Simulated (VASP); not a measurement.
# MgO (P-6m2) in VASP: a series of runs

MgO is run at these levels: LDA, PBEsol; tasks: single point.

Everything below comes from runs of VASP 6.6.1. Logs are shortened: lines on timing, memory, paths and dates and some standing lists are left out, and cuts for length are marked.

### Step 1. The cell of the first run

It takes space group P-6m2 (No. 187, hexagonal). The conventional cell has a = 2.878 Å, b = 2.878 Å, c = 2.625 Å, α = 90.00°, β = 90.00°, γ = 120.00°. Mg (site symmetry -6m2) has 6 O at 2.12 Å and 2 Mg at 2.62 Å within 2.8 Å. O (site symmetry -6m2) has 6 Mg at 2.12 Å and 2 O at 2.62 Å within 2.8 Å.

### Step 2. Single point, LDA (volume scaled by 0.94)

INCAR reads:

```
SYSTEM = MgO
ALGO = Normal
EDIFF = 1E-7
ENCUT = 520
ISIF = 2
ISMEAR = -1
LASPH = .True.
LCHARG = .False.
LREAL = .False.
LWAVE = .False.
NBANDS = 11
NELM = 60
PREC = Accurate
SIGMA = 0.05
```

KPOINTS reads:

```
k-points
0
Gamma
  10 10 10
  0 0 0
```

POSCAR reads:

```
MgO
1.0
    2.8780444641      0.0000000000      0.0000000000
   -1.4390222320      2.4924596191      0.0000000000
    0.0000000000      0.0000000000      2.6249773038
Mg O
1 1
Direct
    0.0000000000      0.0000000000      0.0000000000
    0.3333333333      0.6666666667      0.5000000000
```

Potentials or basis: VASP PAW LDA potentials, release 64 (Mg, O).

Started as:

```console
cat potpaw_LDA.64/Mg/POTCAR potpaw_LDA.64/O/POTCAR > POTCAR
mpirun -np 1 vasp_std > vasp.out
```

OUTCAR:

```text
SYSTEM = MgO
   EDIFF = 1E-7
   ENCUT = 520
   ISIF = 2
   ISMEAR = -1
   LASPH = .True.
   LREAL = .False.
   NELM = 60
   PREC = Accurate

 ion  position               nearest neighbor table
   1  0.000  0.000  0.000-   2 2.12   2 2.12   2 2.12   2 2.12   2 2.12   2 2.12
   2  0.333  0.667  0.500-   1 2.12   1 2.12   1 2.12   1 2.12   1 2.12   1 2.12

  LATTYP: Found a hexagonal cell.
 ALAT       =     2.8780444641
 C/A-ratio  =     0.9120697531

  Lattice vectors:

 A1 = (   2.8780444641,   0.0000000000,   0.0000000000)
 A2 = (  -1.4390222320,   2.4924596191,   0.0000000000)
 A3 = (   0.0000000000,   0.0000000000,   2.6249773038)

Analysis of symmetry for initial positions (statically):
=====================================================================
 Subroutine PRICEL returns:
 Original cell was already a primitive cell.

 Routine SETGRP: Setting up the symmetry group for a
 hexagonal supercell.

 Subroutine GETGRP returns: Found 12 space group operations
 (whereof 12 operations were pure point group operations)
 out of a pool of 24 trial point group operations.

The static configuration has the point symmetry D_3h.

Analysis of symmetry for dynamics (positions and initial velocities):
=====================================================================
 Subroutine PRICEL returns:
 Original cell was already a primitive cell.

 Routine SETGRP: Setting up the symmetry group for a
 hexagonal supercell.

 Subroutine GETGRP returns: Found 12 space group operations
 (whereof 12 operations were pure point group operations)
 out of a pool of 24 trial point group operations.

The dynamic configuration has the point symmetry D_3h.

 Subroutine INISYM returns: Found 12 space group operations
 (whereof 12 operations are pure point group operations),
 and found     1 'primitive' translations

----------------------------------------------------------------------------------------

                                     Primitive cell

  volume of cell :      18.8300

  direct lattice vectors                    reciprocal lattice vectors
     2.878044464  0.000000000  0.000000000     0.347458148  0.200605055  0.000000000
    -1.439022232  2.492459619  0.000000000     0.000000000  0.401210111  0.000000000
     0.000000000  0.000000000  2.624977304     0.000000000  0.000000000  0.380955675

  length of vectors
     2.878044464  2.878044464  2.624977304     0.401210111  0.401210111  0.380955675

  position of ions in fractional coordinates (direct lattice)
     0.000000000  0.000000000  0.000000000
     0.333333333  0.666666667  0.500000000

  ion indices of the primitive-cell ions
   primitive index   ion index
                 1           1
                 2           2

----------------------------------------------------------------------------------------

 KPOINTS: k-points

Automatic generation of k-mesh.
 Grid dimensions read from file:
 generate k-points for:   10   10   10

 Generating k-lattice:

  Cartesian coordinates                     Fractional coordinates (reciprocal lattice)
     0.034745815  0.020060506  0.000000000     0.100000000  0.000000000  0.000000000
     0.000000000  0.040121011  0.000000000     0.000000000  0.100000000  0.000000000
     0.000000000  0.000000000  0.038095567     0.000000000  0.000000000  0.100000000

  Length of vectors
     0.040121011  0.040121011  0.038095567

  Shift w.r.t. Gamma in fractional coordinates (k-lattice)
     0.000000000  0.000000000  0.000000000

 Subroutine IBZKPT returns following result:
 ===========================================

 Found     84 irreducible k-points:

 Following reciprocal coordinates:
            Coordinates               Weight
  0.000000  0.000000  0.000000      1.000000
  0.100000  0.000000  0.000000      6.000000
  0.200000  0.000000  0.000000      6.000000
  0.300000 -0.000000  0.000000      6.000000
  0.400000  0.000000  0.000000      6.000000
  0.500000  0.000000  0.000000      3.000000
[... 16 lines left out ...]
  0.300000  0.100000  0.100000     24.000000
  0.400000  0.100000  0.100000     24.000000
 [... further k-points ...]
   k-points           NKPTS =     84   k-points in BZ     NKDIM =     84   number of bands    NBANDS=     11
   number of dos      NEDOS =    301   number of ions     NIONS =      2
   total plane-waves  NPLWV =  11520
   dimension x,y,z NGX =    24 NGY =   24 NGZ =   20
   dimension x,y,z NGXF=    48 NGYF=   48 NGZF=   40
   ions per type =               1   1
   NGX,Y,Z   is equivalent  to a cutoff of  13.86, 13.86, 12.67 a.u.
   NGXF,Y,Z  is equivalent  to a cutoff of  27.73, 27.73, 25.33 a.u.
 SYSTEM =  MgO
   PREC   = accura    normal or accurate (medium, high low for compatibility)
   ISTART =      0    job   : 0-new  1-cont  2-samecut
   ICHARG =      2    charge: 1-file 2-atom 10-const
   ISPIN  =      1    spin polarized calculation?
   LNONCOLLINEAR =      F non collinear calculations
   LSORBIT =      F    spin-orbit coupling
[... 32 lines left out ...]
   LEPSILON=     F    determine dielectric tensor
   LRPA    =     F    only Hartree local field effects (RPA)
 non-spin polarized calculation
  energy-cutoff  :      520.00
  volume of cell :       18.83
 maximum number of plane-waves:       532
 NGX is ok and might be reduce to    24
   NGX = 11   NGY = 11   NGZ =  9

 number of electron       7.9999996 magnetization

 Free energy of the ion-electron system (eV)
  ---------------------------------------------------
  ext. energy  EPLUGINS =         0.00000000
  ---------------------------------------------------
  free energy    TOTEN  =       -12.72707203 eV

  energy without entropy =      -12.72707203  energy(sigma->0) =      -12.72707203

 E-fermi :   4.6146     XC(G=0): -11.5240

 val. band max:        3.4676047647   @ k =   0.3000   0.3000   0.0000
 cond. band min:       6.8964407477   @ k =   0.0000   0.0000   0.0000
 fundamental gap:      3.4288359830
 Fermi energy:         4.6145567300

 k-point     1 :       0.0000    0.0000    0.0000
  band No.  band energies     occupation
      1     -14.0293      2.00000
      2       2.8219      2.00000
      3       2.8219      2.00000
      4       3.0539      2.00000
      5       6.8964      0.00000
      6      15.2939      0.00000
      7      19.2833      0.00000
      8      19.2833      0.00000
      9      23.8043      0.00000
     10      25.0245      0.00000
     11      26.5745      0.00000

 k-point     2 :       0.1000    0.0000    0.0000
  band No.  band energies     occupation
      1     -13.9278      2.00000
      2       2.1395      2.00000
      3       2.7417      2.00000
      4       3.0871      2.00000
      5       7.5142      0.00000
      6      15.3481      0.00000
      7      18.2866      0.00000
      8      19.5698      0.00000
      9      24.8303      0.00000
     10      25.0103      0.00000
     11      26.7372      0.00000

 k-point     3 :       0.2000    0.0000    0.0000
  band No.  band energies     occupation
      1     -13.6497      2.00000
      2       0.8056      2.00000
      3       2.5401      2.00000
      4       3.1760      2.00000
      5       8.6607      0.00000
      6      15.0279      0.00000
      7      17.4678      0.00000
      8      20.2945      0.00000
      9      24.2856      0.00000
     10      25.0298      0.00000
     11      27.3185      0.00000

 k-point     4 :       0.3000   -0.0000    0.0000
  band No.  band energies     occupation
      1     -13.2744      2.00000
      2      -0.4956      2.00000
      3       2.3057      2.00000
      4       3.2900      2.00000
      5       9.6384      0.00000
      6      14.3755      0.00000
      7      17.4338      0.00000
      8      21.1064      0.00000
      9      23.5645      0.00000
     10      24.8626      0.00000
     11      28.5700      0.00000
[... 239 lines left out ...]
 k-point    22 :       0.2000    0.1000    0.1000
  band No.  band energies     occupation
      1     -13.3210      2.00000
      2       0.1280      2.00000
      3       2.2460      2.00000
      4       2.6864      2.00000
      5       9.7666      0.00000
      6      14.7155      0.00000
      7      17.7687      0.00000
      8      20.3034      0.00000
      9      22.6794      0.00000
     10      25.4678      0.00000
     11      27.5508      0.00000

 k-point    23 :       0.3000    0.1000    0.1000
  band No.  band energies     occupation
      1     -12.9693      2.00000
      2      -0.8669      2.00000
      3       1.9155      2.00000
      4       2.8470      2.00000
      5      10.4641      0.00000
      6      14.3282      0.00000
      7      17.6763      0.00000
      8      20.5909      0.00000
      9      22.2394      0.00000
     10      25.9272      0.00000
     11      27.8300      0.00000

 k-point    24 :       0.4000    0.1000    0.1000
  band No.  band energies     occupation
      1     -12.7332      2.00000
      2      -1.4512      2.00000
      3       1.7208      2.00000
      4       2.9508      2.00000
      5      10.7227      0.00000
      6      14.4093      0.00000
      7      17.2368      0.00000
      8      21.1473      0.00000
      9      21.7996      0.00000
     10      26.5142      0.00000
     11      27.8731      0.00000

 [... further k-points ...]
[... 5 lines left out ...]
  --------------------------------------------------------------------------------------
  -------------------------------------------------------------------------------------
  Total       -0.3233995     -0.3233995     -0.2607837     -0.0000000      0.0000000      0.0000000
  in kB      -27.5168555    -27.5168555    -22.1891057     -0.0000000      0.0000000      0.0000000
  external PRESSURE =     -25.7409389 kB  Pullay stress =       0.0000000 kB

 VOLUME and BASIS-vectors are now :
 -----------------------------------------------------------------------------
  energy-cutoff  :      520.00
  volume of cell :       18.83
      direct lattice vectors                 reciprocal lattice vectors
     2.878044464  0.000000000  0.000000000     0.347458148  0.200605055  0.000000000
    -1.439022232  2.492459619  0.000000000     0.000000000  0.401210111  0.000000000
     0.000000000  0.000000000  2.624977304     0.000000000  0.000000000  0.380955675

 POSITION                                       TOTAL-FORCE (eV/Angst)
 -----------------------------------------------------------------------------------
      0.00000      0.00000      0.00000        -0.000000      0.000000      0.000000
     -0.00000      1.66164      1.31249         0.000000      0.000000      0.000000
 -----------------------------------------------------------------------------------
    total drift:                                0.000000     -0.000000     -0.000000

  FREE ENERGIE OF THE ION-ELECTRON SYSTEM (eV)
  ---------------------------------------------------
  free  energy   TOTEN  =       -12.7270720288 eV

  energy  without entropy=      -12.7270720288  energy(sigma->0) =      -12.72707203
```

Run time: 20 s. Hardware: 1 thread of Intel Xeon 8259CL, shared host; peak memory 0.13 GiB.

Results:

```
Free energy            : -12.7271 eV
Pressure               : -2.6 GPa
Band gap on the k mesh : 3.43 eV, indirect (least direct gap 3.84 eV)
```

### Step 3. Single point, LDA (volume scaled by 0.96)

INCAR reads:

```
SYSTEM = MgO
  ALGO = Normal
  EDIFF = 1E-6
  ENCUT = 520
  ISIF = 2
  ISMEAR = -1
  LASPH = .TRUE.
  LCHARG = .FALSE.
  LREAL = .FALSE.
  LWAVE = .FALSE.
  NBANDS = 11
  NELM = 80
  PREC = Accurate
  SIGMA = 0.05
```

KPOINTS reads:

```
k-points
0
G
  10 10 10
  0 0 0
```

POSCAR reads:

```
MgO
1.0
    2.8983130506      0.0000000000      0.0000000000
   -1.4491565253      2.5100127300      0.0000000000
    0.0000000000      0.0000000000      2.6434636685
Mg O
1 1
Direct
    0.0000000000      0.0000000000      0.0000000000
    0.3333333333      0.6666666667      0.5000000000
```

Potentials or basis: VASP PAW LDA potentials, release 64 (Mg, O).

Started as:

```console
cat potpaw_LDA.64/Mg/POTCAR potpaw_LDA.64/O/POTCAR > POTCAR
mpirun -np 1 vasp_std > vasp.out
```

Wall time 22 s (1 thread of Intel Xeon 8259CL, shared host); peak memory 0.14 GiB.

Results (log left out):

```
Free energy            : -12.7171 eV
Pressure               : -5.7 GPa
Band gap on the k mesh : 3.26 eV, indirect (least direct gap 3.67 eV)
```

Stress tensor (GPa, compression positive):
```
-5.60  0.00  0.00
 0.00 -5.60  0.00
 0.00  0.00 -5.85
```

Levels at points of the mesh, in eV from the valence-band top:
```
           k point  band 1  band 2  band 3  band 4  band 5  band 6  band 7  band 8  band 9
(0.00, 0.00, 0.00)  -17.38   -0.63   -0.63   -0.41    3.26   11.76   15.64   15.64   20.10
(0.50, 0.00, 0.00)  -16.20   -5.14   -1.38   -0.04    6.64   10.83   13.17   18.07   19.04
(0.00, 0.00, 0.50)  -16.16   -5.62   -0.09   -0.09    8.52    9.20   17.60   17.60   18.56
(0.50, 0.00, 0.50)  -15.35   -3.91   -3.54   -0.87    5.74   11.49   14.27   15.09   15.33
```

 A k mesh can miss the band edges.

### Step 4. Single point, PBEsol (volume scaled by 0.94)

INCAR reads:

```
ALGO = Normal ; EDIFF = 1E-6
ENCUT = 520 ; GGA = PS
ISIF = 2 ; ISMEAR = -1
LASPH = T ; LCHARG = T
LELF = T ; LREAL = F
LVHAR = T ; LWAVE = F
NBANDS = 11 ; NELM = 80
PREC = Accurate ; SIGMA = 0.05
```

KPOINTS reads:

```
k-points
0
Gamma
  10 10 10
```

POSCAR reads:

```
MgO
1.0
    2.8780444641      0.0000000000      0.0000000000
   -1.4390222320      2.4924596191      0.0000000000
    0.0000000000      0.0000000000      2.6249773038
Mg O
1 1
Direct
    0.0000000000      0.0000000000      0.0000000000
    0.3333333333      0.6666666667      0.5000000000
```

Potentials or basis: VASP PAW PBE potentials, release 64 (Mg, O).

Started as:

```console
cat potpaw_PBE.64/Mg/POTCAR potpaw_PBE.64/O/POTCAR > POTCAR
mpirun -np 1 vasp_std > vasp.out
```

It took 27 s on 1 thread of Intel Xeon 8259CL, shared host; peak memory 0.14 GiB.

The run converged. Its results:

| Item | Value |
| --- | --- |
| Free energy | -11.8150 eV |
| Pressure | 4.9 GPa |
| Band gap on the k mesh | 3.40 eV, indirect (least direct gap 3.81 eV) |

Stress tensor (GPa, compression positive):
```
4.17 0.00 0.00
0.00 4.17 0.00
0.00 0.00 6.26
```

Levels at points of the mesh, in eV from the valence-band top:
| k point | band 2 | band 3 | band 4 | band 5 | band 6 | band 7 |
| --- | --- | --- | --- | --- | --- | --- |
| (0.00, 0.00, 0.00) | -0.65 | -0.65 | -0.41 | 3.40 | 11.90 | 15.97 |
| (0.50, 0.00, 0.00) | -5.23 | -1.41 | -0.04 | 6.76 | 11.20 | 13.38 |
| (0.00, 0.00, 0.50) | -5.70 | -0.10 | -0.10 | 8.71 | 9.45 | 17.88 |
| (0.50, 0.00, 0.50) | -3.98 | -3.62 | -0.90 | 5.88 | 11.70 | 14.77 |

Caveat: the PAW data sets were made with another functional, which shifts forces and pressure a little.

### Step 5. Single point, PBEsol (volume scaled by 0.96)

INCAR reads:

```
PREC = Accurate
ENCUT = 520
EDIFF = 1E-7
ISMEAR = -1
SIGMA = 0.05
LREAL = False
LASPH = True
NELM = 100
ALGO = Normal
ISIF = 2
LWAVE = False
LCHARG = False
GGA = PS
NBANDS = 11
```

KPOINTS reads:

```
Automatic mesh
0
Gamma
  10 10 10
```

POSCAR reads:

```
MgO
1.0
    2.8983130506      0.0000000000      0.0000000000
   -1.4491565253      2.5100127300      0.0000000000
    0.0000000000      0.0000000000      2.6434636685
Mg O
1 1
Direct
    0.0000000000      0.0000000000      0.0000000000
    0.3333333333      0.6666666667      0.5000000000
```

Started as:

```console
cat potpaw_PBE.64/Mg/POTCAR potpaw_PBE.64/O/POTCAR > POTCAR
mpirun -np 1 vasp_std > vasp.out
```

Run time: 36 s. Hardware: 1 thread of Intel Xeon 8259CL, shared host; peak memory 0.14 GiB.

Results (log left out):

* Free energy: -11.8233 eV
* Pressure: 1.5 GPa
* Band gap on the k mesh: 3.24 eV, indirect (least direct gap 3.64 eV)

Stress tensor (GPa, compression positive):
```
1.05 0.00 0.00
0.00 1.05 0.00
0.00 0.00 2.27
```

Levels at points of the mesh, in eV from the valence-band top:
```
           k point  band 1  band 2  band 3  band 4  band 5  band 6  band 7  band 8  band 9
(0.00, 0.00, 0.00)  -17.59   -0.63   -0.63   -0.41    3.24   11.83   15.80   15.80   20.12
(0.50, 0.00, 0.00)  -16.44   -5.13   -1.38   -0.04    6.66   10.95   13.23   18.29   19.18
(0.00, 0.00, 0.50)  -16.40   -5.60   -0.09   -0.09    8.52    9.27   17.73   17.73   18.67
(0.50, 0.00, 0.50)  -15.61   -3.90   -3.54   -0.88    5.82   11.55   14.47   15.19   15.52
```

Caveat: the PAW data sets were made with another functional, which shifts forces and pressure a little.

### Step 6. Single point, LDA (volume scaled by 0.98)

INCAR reads:

```
SYSTEM = MgO
PREC = Accurate ; ENCUT = 520
EDIFF = 1E-6 ; ISMEAR = -1
SIGMA = 0.05 ; LREAL = .False.
LASPH = .True. ; NELM = 80
ALGO = Normal ; ISIF = 2
LWAVE = .False. ; LCHARG = .True.
LELF = .True. ; LVHAR = .True.
NBANDS = 11
```

KPOINTS reads:

```
Automatic mesh
0
Gamma
  10 10 10
  0 0 0
```

POSCAR reads:

```
MgO
1.0
    2.9183020482      0.0000000000      0.0000000000
   -1.4591510241      2.5273237096      0.0000000000
    0.0000000000      0.0000000000      2.6616950286
Mg O
1 1
Direct
    0.0000000000      0.0000000000      0.0000000000
    0.3333333333      0.6666666667      0.5000000000
```

Potentials or basis: VASP PAW LDA potentials, release 64 (Mg, O).

Started as:

```console
cat potpaw_LDA.64/Mg/POTCAR potpaw_LDA.64/O/POTCAR > POTCAR
mpirun -np 1 vasp_std > vasp.out
```

It used 22 s of CPU time on 1 thread of Intel Xeon 8259CL, with other jobs on the host.

Results (log left out):

```
Free energy            : -12.6998 eV
Pressure               : -8.5 GPa
Band gap on the k mesh : 3.10 eV, indirect (least direct gap 3.51 eV)
```

Stress tensor (GPa, compression positive):
```
-8.15  0.00  0.00
 0.00 -8.15  0.00
 0.00  0.00 -9.11
```

Levels at points of the mesh, in eV from the valence-band top:
```
           k point  band 2  band 3  band 4  band 5  band 6  band 7
(0.00, 0.00, 0.00)   -0.61   -0.61   -0.41    3.10   11.70   15.47
(0.50, 0.00, 0.00)   -5.04   -1.35   -0.04    6.54   10.59   13.02
(0.00, 0.00, 0.50)   -5.52   -0.09   -0.09    8.33    9.03   17.45
(0.50, 0.00, 0.50)   -3.83   -3.46   -0.85    5.69   11.35   13.99
```

 A k mesh can miss the band edges.

### Step 7. The runs side by side

```csv
level,potentials or basis,cell,gap on the mesh (eV),pressure (GPa)
LDA,"VASP PAW LDA potentials, release 64 (Mg, O)","a = 2.878, b = 2.878, c = 2.625 Å, angles 90.0, 90.0, 120.0°, 2 atoms",3.43,-2.6
LDA,"VASP PAW LDA potentials, release 64 (Mg, O)","a = 2.898, b = 2.898, c = 2.643 Å, angles 90.0, 90.0, 120.0°, 2 atoms",3.26,-5.7
PBEsol,"VASP PAW PBE potentials, release 64 (Mg, O)","a = 2.878, b = 2.878, c = 2.625 Å, angles 90.0, 90.0, 120.0°, 2 atoms",3.40,4.9
PBEsol,"VASP PAW PBE potentials, release 64 (Mg, O)","a = 2.898, b = 2.898, c = 2.643 Å, angles 90.0, 90.0, 120.0°, 2 atoms",3.24,1.5
LDA,"VASP PAW LDA potentials, release 64 (Mg, O)","a = 2.918, b = 2.918, c = 2.662 Å, angles 90.0, 90.0, 120.0°, 2 atoms",3.10,-8.5
```

Alike in all rows: task single point; no spin polarisation; k mesh 10 × 10 × 10; cutoff (eV) 520; smearing fermi-dirac 0.05 eV.

Caveats: the PAW data sets were made with another functional, which shifts forces and pressure a little (some runs).

Absolute energies hang on the potentials; compare differences alone.
